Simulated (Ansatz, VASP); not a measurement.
# I: VASP beside Ansatz

```
CELL_PARAMETERS angstrom
-1.61746 1.61746 4.26481
1.61746 -1.61746 4.26481
1.61746 1.61746 -4.26481
ATOMIC_POSITIONS crystal
I 0.00000 0.00000 0.00000
```

Alike in both runs: functional BLYP; k mesh 8 × 8 × 8; occupations fermi-dirac, width 0.05 eV; non-collinear spin, spin-orbit coupling.

|  | VASP | Ansatz |
| --- | --- | --- |
| version | VASP 6.6.1 | Ansatz 0.2.0 |
| potentials or method | VASP PAW PBE potentials, release 64 (I), cutoff 520 eV | all-electron LAPW, relativistic spinors |
| task | single point | band structure |

|  | VASP | Ansatz | Ansatz less VASP |
| --- | --- | --- | --- |
| pressure (GPa) | 2.8 | 2.7 | -0.01 |
| traceless stress, the component that is largest in VASP (GPa) | -1.88 | -1.87 | +0.012 |

VASP's potentials were made for PBE, not for BLYP. Ansatz ran all-electron here, and VASP with PAW potentials.

Noted on Ansatz's run: the k mesh is thin for a metal, which can move the energy by tens of meV per atom.
